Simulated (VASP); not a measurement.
## La: single point with PBEsol

Crystal: La.

```
La
1.0
     0.00000    3.84300    3.84300
     3.84300    0.00000    3.84300
     3.84300    3.84300    0.00000
La
2
Direct
  0.00000 0.00000 0.00000
  0.25000 0.25000 0.25000
```

| Item | Value |
| --- | --- |
| Program | VASP 6.6.1 |
| Task | single point |
| Functional | PBEsol |
| Potentials or basis | VASP PAW PBE potentials, release 64 (La) |
| Cutoff | 520 eV |
| k mesh | 5 × 5 × 5 |
| Occupations | fermi-dirac, width 0.05 eV |
| Spin | no spin polarisation |

| Item | Value |
| --- | --- |
| Pressure | -4.8 GPa |
| Band gap on the k mesh | zero (band 11 reaches 4.03 eV, above the bottom of band 12 at 3.71 eV) |

Levels at points of the mesh, in eV from the Fermi level:
| k point | band 9 | band 10 | band 11 | band 12 | band 13 | band 14 |
| --- | --- | --- | --- | --- | --- | --- |
| (0.00, 0.00, 0.00) | -2.29 | -0.17 | -0.17 | 0.63 | 0.63 | 0.63 |

It took 18 s on 1 thread of Intel(R) Xeon(R) 6975P-C (Granite Rapids), with other jobs on the host, peak memory 0.24 GiB.

Caveat: the PAW data sets were made with another functional, which shifts forces and pressure a little; spin-orbit coupling is left out, which moves the levels of the heavy elements.
